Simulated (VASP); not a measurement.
A run of VASP 6.6.1 is set up as follows.

The input INCAR:

```
PREC = Accurate
ENCUT = 520
EDIFF = 1E-7
ISMEAR = 0
SIGMA = 0.1
LREAL = F
LASPH = T
NELM = 60
ALGO = Normal
ISIF = 2
LWAVE = F
LCHARG = F
GGA = PE
NBANDS = 43
```

The input KPOINTS:

```
Automatic mesh
0
Gamma
  12 12 8
```

Contents of POSCAR:

```
Zr5C2
1.0
    5.6202050490      0.0000000000      0.0000000000
   -2.8101025245      4.8672403469      0.0000000000
    0.0000000000      0.0000000000      5.1264998198
Zr C
5 2
Direct
    0.5000000000      0.0000000000      0.0000000000
    0.0000000000      0.5000000000      0.0000000000
    0.5000000000      0.5000000000      0.0000000000
    0.3333333333      0.6666666667      0.5000000000
    0.6666666667      0.3333333333      0.5000000000
    0.0000000000      0.0000000000      0.6315237271
    0.0000000000      0.0000000000      0.3684762729
```

Potentials or basis: VASP PAW PBE potentials, release 64 (Zr_sv, C).

Run with:

```bash
$ cat potpaw_PBE.64/Zr_sv/POTCAR potpaw_PBE.64/C/POTCAR > POTCAR
$ mpirun -np 1 vasp_std > vasp.out
```

Estimate the pressure.

0.1 GPa.

Predict the band gap on the k mesh.

zero (bands 34 and 35 overlap by 0.74 eV).

What does it give for the largest force?

0.089 eV/Å.

Stress tensor (GPa, compression positive):
```
0.07 0.00 0.00
0.00 0.07 0.00
0.00 0.00 0.17
```
